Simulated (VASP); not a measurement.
Input of a VASP 6.6.1 run:

The input INCAR:

```
PREC = Accurate
ENCUT = 520
EDIFF = 1E-6
ISMEAR = 0
SIGMA = 0.15
LREAL = False
LASPH = True
NELM = 100
ALGO = Normal
ISIF = 2
LWAVE = False
LCHARG = True
GGA = PS
LELF = True
LVHAR = True
NBANDS = 15
```

KPOINTS

```
Automatic mesh
0
Gamma
  20 20 20
```

The input POSCAR:

```
TaN
1.0
    0.0000000000      1.9035318327      2.8552977490
    1.9035318327      0.0000000000      2.8552977490
    1.9035318327      1.9035318327      0.0000000000
Ta N
1 1
Direct
    0.5000000000      0.5000000000      0.5000000000
    0.0000000000      0.0000000000      0.0000000000
```

Potentials or basis: VASP PAW PBE potentials, release 64 (Ta_pv, N).

Run with:

```console
$ cat potpaw_PBE.64/Ta_pv/POTCAR potpaw_PBE.64/N/POTCAR > POTCAR
$ mpirun -np 1 vasp_std > vasp.out
```

Problem. Estimate the band gap on the k mesh.

Solution. Zero (bands 8 and 9 overlap by 4.58 eV).

Problem. What does it give for the pressure?

Solution. 117.1 GPa.

Stress tensor (GPa, compression positive):
```
176.42   0.00   0.00
  0.00 176.42   0.00
  0.00   0.00  -1.42
```

Caveat: the cell stands under pressure; the PAW data sets were made with another functional, which shifts forces and pressure a little; spin-orbit coupling is left out, which moves the levels of the heavy elements.
